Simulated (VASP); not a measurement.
Set up this calculation in VASP 6.6.1, as the native input.

| Quantity | Value |
| --- | --- |
| Task | single point |
| Functional | LDA |
| Potentials or basis | VASP PAW LDA potentials, release 64 (Ti_sv, B) |
| Cutoff | 520 eV |
| k mesh | 9 × 9 × 9 |
| Occupations | fermi-dirac, width 0.05 eV |
| Spin | no spin polarisation |
| Dipole correction | no |
| Further INCAR settings | ALGO = Normal; EDIFF = 1e-07; NBANDS = 14 |

The structure of TiB lies in POSCAR:

```
TiB
1.0
    0.0000000000      2.1010000000      2.1010000000
    2.1010000000      0.0000000000      2.1010000000
    2.1010000000      2.1010000000      0.0000000000
Ti B
1 1
Direct
    0.0000000000      0.0000000000      0.5000000000
    0.2500000000      0.2500000000     -0.2500000000
```

These files were run (other wordings do the same):

INCAR

```
SYSTEM = TiB
  PREC = Accurate
  ENCUT = 520
  EDIFF = 1E-7
  ISMEAR = -1
  SIGMA = 0.05
  LREAL = .FALSE.
  LASPH = .TRUE.
  NELM = 100
  ALGO = Normal
  ISIF = 2
  LWAVE = .FALSE.
  LCHARG = .FALSE.
  GGA = CA
  NBANDS = 14
```

KPOINTS

```
regular mesh
0
G
  9 9 9
  0 0 0
```

Potentials or basis: VASP PAW LDA potentials, release 64 (Ti_sv, B).

Run with:

```sh
$ cat potpaw_LDA.64/Ti_sv/POTCAR potpaw_LDA.64/B/POTCAR > POTCAR
$ mpirun -np 1 vasp_std > vasp.out
```

It gave:

```yaml
Pressure: 105.5 GPa
```

Run time: 5 s on 1 thread of Intel(R) Xeon(R) Platinum 8488C (Sapphire Rapids) (shared host), peak memory 0.13 GiB.
